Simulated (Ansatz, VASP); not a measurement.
# Two plane-wave programs on SnO2

File INCAR:

```
SYSTEM = SnO2
ALGO = Normal ; EDIFF = 1E-6
ENCUT = 520 ; GGA = PS
ISIF = 2 ; ISMEAR = 0
LASPH = .True. ; LCHARG = .False.
LREAL = .False. ; LWAVE = .False.
NBANDS = 64 ; NELM = 60
PREC = Accurate ; SIGMA = 0.05
```

Contents of KPOINTS:

```
k-points
0
Gamma
  6 6 6
  0 0 0
```

POSCAR

```
SnO2
1.0
    3.4564957250      1.9956087373      3.9618354000
   -3.4564957250      1.9956087373      3.9618354000
    0.0000000000     -3.9912174745      3.9618354000
Sn O
4 8
Direct
    0.8646807174      0.8646807174      0.8646807174
    0.3648245829      0.3648245829      0.8648190111
    0.3648245829      0.8648190111      0.3648245829
    0.8648190111      0.3648245829      0.3648245829
    0.1235003534      0.6233501671      0.6233501671
    0.6233501671      0.1235003534      0.6233501671
    0.6233501671      0.6233501671      0.1235003534
    0.6062113146      0.6062113146      0.6062113146
    0.1234715296      0.1234715296      0.1234715296
    0.1060883083      0.1060883083      0.6062369573
    0.1060883083      0.6062369573      0.1060883083
    0.6062369573      0.1060883083      0.1060883083
```

Input for Ansatz:

```yaml
crystal:
  lattice:
    - [3.456495725, 1.9956087373, 3.9618354]
    - [-3.456495725, 1.9956087373, 3.9618354]
    - [0.0, -3.9912174745, 3.9618354]
  atoms:
    - { symbol: Sn, position: [0.8646807174, 0.8646807174, 0.8646807174] }
    - { symbol: Sn, position: [0.3648245829, 0.3648245829, 0.8648190111] }
    - { symbol: Sn, position: [0.3648245829, 0.8648190111, 0.3648245829] }
    - { symbol: Sn, position: [0.8648190111, 0.3648245829, 0.3648245829] }
    - { symbol: O, position: [0.1235003534, 0.6233501671, 0.6233501671] }
    - { symbol: O, position: [0.6233501671, 0.1235003534, 0.6233501671] }
    - { symbol: O, position: [0.6233501671, 0.6233501671, 0.1235003534] }
    - { symbol: O, position: [0.6062113146, 0.6062113146, 0.6062113146] }
    - { symbol: O, position: [0.1234715296, 0.1234715296, 0.1234715296] }
    - { symbol: O, position: [0.1060883083, 0.1060883083, 0.6062369573] }
    - { symbol: O, position: [0.1060883083, 0.6062369573, 0.1060883083] }
    - { symbol: O, position: [0.6062369573, 0.1060883083, 0.1060883083] }
basis:
  ecutwfc: 520.0
kpoints:
  mp_grid: { grid: [6, 6, 6] }
hamiltonian:
  xc: pbesol
  pseudopotentials: { kind: paw, azcp: { folder: soft_1 } }
scf:
  occupations: { method: gaussian, width: 0.05 }
output:
  forces: true
  stress: true
  eigenvalues: true
```

Alike in both runs: task single point; functional PBEsol; k mesh 6 × 6 × 6; occupations gaussian, width 0.05 eV; no spin polarisation.

```csv
,VASP,Ansatz
version,VASP 6.6.1,Ansatz 0.2.0
potentials or method,"VASP PAW PBE potentials, release 64 (Sn_d, O), cutoff 520 eV","scalar-relativistic, plane waves, PAW"
valence electrons in the cell,104,104
```

Ansatz gave:

- gap on the k mesh at the Fermi level (eV): 0.17
- least direct gap on the mesh (eV): 0.17
- pressure (GPa): -15.4
- traceless stress, the component that is largest in VASP (GPa): 10.58
- rms of the force components (eV/Å): 0.043

Task: Which values does VASP return?

Result: gap on the k mesh at the Fermi level (eV): 0.16; least direct gap on the mesh (eV): 0.16; pressure (GPa): -14.9; traceless stress, the component that is largest in VASP (GPa): 10.14; rms of the force components (eV/Å): 0.025.

VASP's potentials were made for PBE, not for PBEsol, and Ansatz warns of the same on its side. Atom by atom the forces differ by 0.018 eV/Å (rms over components).
